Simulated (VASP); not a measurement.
Crystal: Sn.

```
Sn
1.0
    -2.94828    2.95040    1.58882
     2.95040   -2.94828    1.58882
     2.94605    2.94605   -1.58493
Sn
2
Cartesian
  2.9503 -2.9481 1.5888
  -0.0004 2.9486 0.7964
```

Base run:

```yaml
Program: VASP 6.6.1
Functional: r2SCAN
Potentials_or_basis: VASP PAW PBE potentials, release 64 (Sn_d)
Cutoff: 520 eV
k_mesh: 11 × 11 × 8
Occupations: fermi-dirac, width 0.6 eV
Spin: no spin polarisation
```

Its results: band gap on the k mesh zero (bands 14 and 15 overlap by 3.86 eV); pressure 1.9 GPa.

Q: The run is repeated on the same cell with these changes: occupations from fermi-dirac, width 0.6 eV to methfessel-paxton, width 0.1 eV. What comes out?

A: Band gap on the k mesh zero (bands 14 and 15 overlap by 3.86 eV); pressure 0.0 GPa.

Caveats: the PAW data sets were made with another functional, which shifts forces and pressure a little; spin-orbit coupling is left out, which moves the levels of the heavy elements; so wide a smearing shifts energies and pressures (at least some runs).
